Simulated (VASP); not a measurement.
# TiN (Fm-3m) in VASP: single point with PBE

Aim: the single point of TiN with PBE.

Everything below comes from runs of VASP 6.6.1. Logs are shortened: lines on timing, memory, paths and dates and some standing lists are left out, and cuts for length are marked.

## 1. The cell of the first run

Symmetry: Fm-3m, No. 225, cubic system. The conventional cell has a = 4.238 Å, b = 4.238 Å, c = 4.238 Å, α = 90.00°, β = 90.00°, γ = 90.00°. Within 2.8 Å of Ti (site symmetry m-3m) lie 6 N at 2.12 Å. N (site symmetry m-3m) has 6 Ti at 2.12 Å within 2.8 Å.

## 2. Single point, PBE

INCAR

```
SYSTEM = TiN
  ALGO = Normal
  EDIFF = 1E-6
  ENCUT = 520
  GGA = PE
  ISIF = 2
  ISMEAR = 0
  LASPH = .True.
  LCHARG = .False.
  LREAL = Auto
  LWAVE = .False.
  NBANDS = 262
  NELM = 60
  PREC = Accurate
  SIGMA = 0.05
```

KPOINTS

```
k-points
0
Gamma
  2 2 2
  0 0 0
```

POSCAR

```
TiN
1.0
    0.0000000000      6.3570000000      6.3570000000
    6.3570000000      0.0000000000      6.3570000000
    6.3570000000      6.3570000000      0.0000000000
Ti N
27 27
Direct
    0.0000000000      0.0000000000      0.0000000000
    0.0000000000      0.0000000000      0.3333330000
    0.0000000000      0.0000000000      0.6666670000
    0.0000000000      0.3333330000      0.0000000000
    0.0000000000      0.3333330000      0.3333330000
    0.0000000000      0.3333330000      0.6666670000
    0.0000000000      0.6666670000      0.0000000000
    0.0000000000      0.6666670000      0.3333330000
    0.0000000000      0.6666670000      0.6666670000
    0.3333330000      0.0000000000      0.0000000000
    0.3333330000      0.0000000000      0.3333330000
    0.3333330000      0.0000000000      0.6666670000
    0.3333330000      0.3333330000      0.0000000000
    0.3333330000      0.3333330000      0.3333330000
    0.3333330000      0.3333330000      0.6666670000
    0.3333330000      0.6666670000      0.0000000000
    0.3333330000      0.6666670000      0.3333330000
    0.3333330000      0.6666670000      0.6666670000
    0.6666670000      0.0000000000      0.0000000000
    0.6666670000      0.0000000000      0.3333330000
    0.6666670000      0.0000000000      0.6666670000
    0.6666670000      0.3333330000      0.0000000000
    0.6666670000      0.3333330000      0.3333330000
    0.6666670000      0.3333330000      0.6666670000
    0.6666670000      0.6666670000      0.0000000000
    0.6666670000      0.6666670000      0.3333330000
    0.6666670000      0.6666670000      0.6666670000
    0.1666670000      0.1666670000      0.1666670000
    0.1666670000      0.1666670000      0.5000000000
    0.1666670000      0.1666670000      0.8333330000
    0.1666670000      0.5000000000      0.1666670000
    0.1666670000      0.5000000000      0.5000000000
    0.1666670000      0.5000000000      0.8333330000
    0.1666670000      0.8333330000      0.1666670000
    0.1666670000      0.8333330000      0.5000000000
    0.1666670000      0.8333330000      0.8333330000
    0.5000000000      0.1666670000      0.1666670000
    0.5000000000      0.1666670000      0.5000000000
    0.5000000000      0.1666670000      0.8333330000
    0.5000000000      0.5000000000      0.1666670000
    0.5000000000      0.5000000000      0.5000000000
    0.5000000000      0.5000000000      0.8333330000
    0.5000000000      0.8333330000      0.1666670000
    0.5000000000      0.8333330000      0.5000000000
    0.5000000000      0.8333330000      0.8333330000
    0.8333330000      0.1666670000      0.1666670000
    0.8333330000      0.1666670000      0.5000000000
    0.8333330000      0.1666670000      0.8333330000
    0.8333330000      0.5000000000      0.1666670000
    0.8333330000      0.5000000000      0.5000000000
    0.8333330000      0.5000000000      0.8333330000
    0.8333330000      0.8333330000      0.1666670000
    0.8333330000      0.8333330000      0.5000000000
    0.8333330000      0.8333330000      0.8333330000
```

Potentials or basis: VASP PAW PBE potentials, release 64 (Ti_sv, N).

Launch:

```bash
$ cat potpaw_PBE.64/Ti_sv/POTCAR potpaw_PBE.64/N/POTCAR > POTCAR
$ mpirun -np 1 vasp_std > vasp.out
```

OUTCAR:

```text
SYSTEM = TiN
   EDIFF = 1E-6
   ENCUT = 520
   GGA = PE
   ISIF = 2
   ISMEAR = 0
   LASPH = .True.
   LREAL = Auto
   NELM = 60
   PREC = Accurate

 ion  position               nearest neighbor table
   1  0.000  0.000  0.000-  30 2.12  34 2.12  36 2.12  46 2.12  48 2.12  52 2.12
   2  0.000  0.000  0.333-  34 2.12  46 2.12  35 2.12  47 2.12  53 2.12  28 2.12
   3  0.000  0.000  0.667-  36 2.12  48 2.12  29 2.12  47 2.12  35 2.12  54 2.12
   4  0.000  0.333  0.000-  30 2.12  46 2.12  33 2.12  49 2.12  51 2.12  28 2.12
   5  0.000  0.333  0.333-  28 2.12  47 2.12  49 2.12  50 2.12  31 2.12  29 2.12
   6  0.000  0.333  0.667-  29 2.12  30 2.12  48 2.12  51 2.12  50 2.12  32 2.12
[... 46 lines left out ...]
  53  0.833  0.833  0.500-  27 2.12  20 2.12   8 2.12   2 2.12  21 2.12   9 2.12
  54  0.833  0.833  0.833-   9 2.12  21 2.12  25 2.12  19 2.12   7 2.12   3 2.12

  LATTYP: Found a face centered cubic cell.
 ALAT       =    12.7140000000

  Lattice vectors:

 A1 = (   0.0000000000,   6.3570000000,   6.3570000000)
 A2 = (   6.3570000000,   0.0000000000,   6.3570000000)
 A3 = (   6.3570000000,   6.3570000000,   0.0000000000)

Analysis of symmetry for initial positions (statically):
=====================================================================
 Subroutine PRICEL returns following result:

  LATTYP: Found a face centered cubic cell.
 ALAT       =     4.2379957620

  Lattice vectors:

 A1 = (   0.0000000000,   2.1189978810,   2.1189978810)
 A2 = (   2.1189978810,   0.0000000000,   2.1189978810)
 A3 = (   2.1189978810,   2.1189978810,   0.0000000000)

  27 primitive cells build up your supercell.

 Routine SETGRP: Setting up the symmetry group for a
 face centered cubic supercell.

 Subroutine GETGRP returns: Found 48 space group operations
 (whereof 48 operations were pure point group operations)
 out of a pool of 48 trial point group operations.

The static configuration has the point symmetry O_h .

Analysis of symmetry for dynamics (positions and initial velocities):
=====================================================================
 Subroutine PRICEL returns following result:

  LATTYP: Found a face centered cubic cell.
 ALAT       =     4.2379957620

  Lattice vectors:

 A1 = (   0.0000000000,   2.1189978810,   2.1189978810)
 A2 = (   2.1189978810,   0.0000000000,   2.1189978810)
 A3 = (   2.1189978810,   2.1189978810,   0.0000000000)

  27 primitive cells build up your supercell.

 Routine SETGRP: Setting up the symmetry group for a
 face centered cubic supercell.

 Subroutine GETGRP returns: Found 48 space group operations
 (whereof 48 operations were pure point group operations)
 out of a pool of 48 trial point group operations.

The dynamic configuration has the point symmetry O_h .

 Subroutine INISYM returns: Found 48 space group operations
 (whereof 48 operations are pure point group operations),
 and found    27 'primitive' translations

----------------------------------------------------------------------------------------

                                     Primitive cell

  volume of cell :      19.0292

  direct lattice vectors                    reciprocal lattice vectors
     0.000000000  2.118997881  2.118997881    -0.235960595  0.235960595  0.235960595
     2.118997881  0.000000000  2.118997881     0.235960595 -0.235960595  0.235960595
     2.118997881  2.118997881  0.000000000     0.235960595  0.235960595 -0.235960595

  length of vectors
     2.996715542  2.996715542  2.996715542     0.408695738  0.408695738  0.408695738

  position of ions in fractional coordinates (direct lattice)
     0.000000000  0.000000000  0.000000000
     0.500001500  0.500001500  0.500001500

  ion indices of the primitive-cell ions
   primitive index   ion index
                 1           1
                 2          28

----------------------------------------------------------------------------------------

 KPOINTS: k-points

Automatic generation of k-mesh.
 Grid dimensions read from file:
 generate k-points for:    2    2    2

 Generating k-lattice:

  Cartesian coordinates                     Fractional coordinates (reciprocal lattice)
    -0.039326726  0.039326726  0.039326726     0.500000000  0.000000000  0.000000000
     0.039326726 -0.039326726  0.039326726     0.000000000  0.500000000  0.000000000
     0.039326726  0.039326726 -0.039326726     0.000000000  0.000000000  0.500000000

  Length of vectors
     0.068115888  0.068115888  0.068115888

  Shift w.r.t. Gamma in fractional coordinates (k-lattice)
     0.000000000  0.000000000  0.000000000

 Subroutine IBZKPT returns following result:
 ===========================================

 Found      3 irreducible k-points:

 Following reciprocal coordinates:
            Coordinates               Weight
  0.000000  0.000000  0.000000      1.000000
  0.500000  0.000000  0.000000      4.000000
  0.500000  0.500000  0.000000      3.000000
   k-points           NKPTS =      3   k-points in BZ     NKDIM =      3   number of bands    NBANDS=    262
   number of dos      NEDOS =    301   number of ions     NIONS =     54
   total plane-waves  NPLWV = 343000
   dimension x,y,z NGX =    70 NGY =   70 NGZ =   70
   dimension x,y,z NGXF=   140 NGYF=  140 NGZF=  140
   ions per type =              27  27
   NGX,Y,Z   is equivalent  to a cutoff of  12.94, 12.94, 12.94 a.u.
   NGXF,Y,Z  is equivalent  to a cutoff of  25.89, 25.89, 25.89 a.u.
 SYSTEM =  TiN
   PREC   = accura    normal or accurate (medium, high low for compatibility)
   ISTART =      0    job   : 0-new  1-cont  2-samecut
   ICHARG =      2    charge: 1-file 2-atom 10-const
   ISPIN  =      1    spin polarized calculation?
   LNONCOLLINEAR =      F non collinear calculations
   LSORBIT =      F    spin-orbit coupling
   LASPH  =      T    aspherical Exc in radial PAW
   ENCUT  =  520.0 eV  38.22 Ry    6.18 a.u.  16.72 16.72 16.72*2*pi/ulx,y,z
   NELM   =     60;   NELMIN=  2; NELMDL= -5     # of ELM steps
   EDIFF  = 0.1E-05   stopping-criterion for ELM
   LREAL  =      T    real-space projection
   EDIFFG = 0.1E-04   stopping-criterion for IOM
   NSW    =      0    number of steps for IOM
   IBRION =     -1    ionic relax: 0-MD 1-quasi-New 2-CG
   NFREE  =      0    steps in history (QN), initial steepest desc. (CG)
   ISIF   =      2    stress and relaxation
   ISYM   =      2    0-nonsym 1-usesym 2-fastsym
   POTIM  = 0.5000    time-step for ionic-motion
   TEBEG  =    0.0;   TEEND  =   0.0 temperature during run
   PSTRESS=    0.0 pullay stress
   NELECT =     459.0000    total number of electrons
   NUPDOWN=      -1.0000    fix difference up-down
   EMIN   =  10.00;   EMAX   =-10.00  energy-range for DOS
   EFERMI =   0.00;   METHOD = LEGACY
   ISMEAR =     0;   SIGMA  =   0.05  broadening in eV -4-tet -1-fermi 0-gaus
   EFERMI_NEDOS =   21; number of points for ismear=-14 and -15
   IALGO  =     38    algorithm
   IMIX   =      4    mixing-type and parameters
     AMIX     =   0.40;   BMIX     =  1.00
     AMIX_MAG =   1.60;   BMIX_MAG =  1.00
  volume/ion in A,a.u.               =       9.51        64.21
  Fermi-wavevector in a.u.,A,eV,Ry     =   1.576704  2.979539 33.824024  2.485996
  Thomas-Fermi vector in A             =   2.677497
   LORBIT       =      0    0 simple, 1 ext, 2 COOP (PROOUT), +10 PAW based schemes
   GGA     = PE    functional components
   LHFCALC =     F    Hartree Fock is set to
   AEXX    =    0.0000 exact exchange contribution
   IVDW    =     0    specifies the selected vdW correction
   LEPSILON=     F    determine dielectric tensor
   LRPA    =     F    only Hartree local field effects (RPA)
 non-spin polarized calculation
 Gauss-broadening in eV      SIGMA  =   0.05
  energy-cutoff  :      520.00
  volume of cell :      513.79
 maximum number of plane-waves:     13888
 NGX is ok and might be reduce to    70
   NGX = 33   NGY = 33   NGZ = 33

 number of electron     459.0000005 magnetization

 Free energy of the ion-electron system (eV)
  ---------------------------------------------------
  ext. energy  EPLUGINS =         0.00000000
  ---------------------------------------------------
  free energy    TOTEN  =      -530.47727135 eV

  energy without entropy =     -530.42361014  energy(sigma->0) =     -530.45044075

 E-fermi :  11.4102     XC(G=0): -13.0353

 val. band max:       11.2699662919   @ k =   0.5000   0.5000   0.0000
 cond. band min:      11.4214320844   @ k =   0.5000   0.0000   0.0000
 fundamental gap:      0.1514657925
 Fermi energy:        11.4101960037

 k-point     1 :       0.0000    0.0000    0.0000
  band No.  band energies     occupation
      1     -46.4111      2.00000
      2     -46.3380      2.00000
      3     -46.3380      2.00000
      4     -46.3380      2.00000
      5     -46.3380      2.00000
      6     -46.3380      2.00000
[... 233 lines left out ...]
    240      12.5126      0.00000
    241      12.5126      0.00000

 k-point     2 :       0.5000    0.0000    0.0000
  band No.  band energies     occupation
      1     -46.3869      2.00000
      2     -46.3869      2.00000
      3     -46.3384      2.00000
      4     -46.3384      2.00000
      5     -46.3384      2.00000
      6     -46.3384      2.00000
[... 233 lines left out ...]
    240      12.3928      0.00000
    241      12.5811      0.00000

 k-point     3 :       0.5000    0.5000    0.0000
  band No.  band energies     occupation
      1     -46.3789      2.00000
      2     -46.3789      2.00000
      3     -46.3545      2.00000
      4     -46.3545      2.00000
      5     -46.3545      2.00000
      6     -46.3545      2.00000
[... 233 lines left out ...]
    240      12.0776      0.00000
    241      12.0776      0.00000
 [bands above 241 left out]

------------------------ aborting loop because EDIFF is reached ----------------------------------------

  FORCE on cell =-STRESS in cart. coord.  units (eV):
  Direction    XX          YY          ZZ          XY          YZ          ZX
  --------------------------------------------------------------------------------------
  -------------------------------------------------------------------------------------
  Total        6.6293030      6.6293030      6.6293030      0.0000000      0.0000000      0.0000000
  in kB       20.6724437     20.6724437     20.6724437      0.0000000      0.0000000      0.0000000
  external PRESSURE =      20.6724437 kB  Pullay stress =       0.0000000 kB

 VOLUME and BASIS-vectors are now :
 -----------------------------------------------------------------------------
  energy-cutoff  :      520.00
  volume of cell :      513.79
      direct lattice vectors                 reciprocal lattice vectors
     0.000000000  6.357000000  6.357000000    -0.078653453  0.078653453  0.078653453
     6.357000000  0.000000000  6.357000000     0.078653453 -0.078653453  0.078653453
     6.357000000  6.357000000  0.000000000     0.078653453  0.078653453 -0.078653453

 POSITION                                       TOTAL-FORCE (eV/Angst)
 -----------------------------------------------------------------------------------
      0.00000      0.00000      0.00000         0.000000      0.000000     -0.000000
      2.11900      2.11900      0.00000        -0.000000     -0.000000      0.000000
      4.23800      4.23800      0.00000         0.000000      0.000000      0.000000
      2.11900      0.00000      2.11900        -0.000000      0.000000      0.000000
      4.23800      2.11900      2.11900         0.000000     -0.000000     -0.000000
      6.35700      4.23800      2.11900        -0.000000      0.000000      0.000000
[... 46 lines left out ...]
      8.47600      8.47600     10.59500         0.000000     -0.000000     -0.000000
     10.59500     10.59500     10.59500        -0.000000     -0.000000     -0.000000
 -----------------------------------------------------------------------------------
    total drift:                                0.000000      0.000000      0.000000

  FREE ENERGIE OF THE ION-ELECTRON SYSTEM (eV)
  ---------------------------------------------------
  free  energy   TOTEN  =      -530.4772713474 eV

  energy  without entropy=     -530.4236101430  energy(sigma->0) =     -530.45044075
```

Wall time 41 min (1 thread of AMD EPYC 7R43 (Zen 3), shared host); peak memory 0.79 GiB.

What came out:

```
Free energy            : -530.4773 eV
Pressure               : 2.1 GPa
Band gap on the k mesh : zero (an odd number of electrons rules out a gap without spin polarisation)
```

Caveat: the k points lie up to 0.43 Å⁻¹ apart, too coarse for converged energies and pressures of a metal; an odd number of electrons without spin polarisation forces a metal; a magnetic or distorted state may lie lower.

The gap in the log of VASP goes by the Fermi energy; the results here count the filled bands.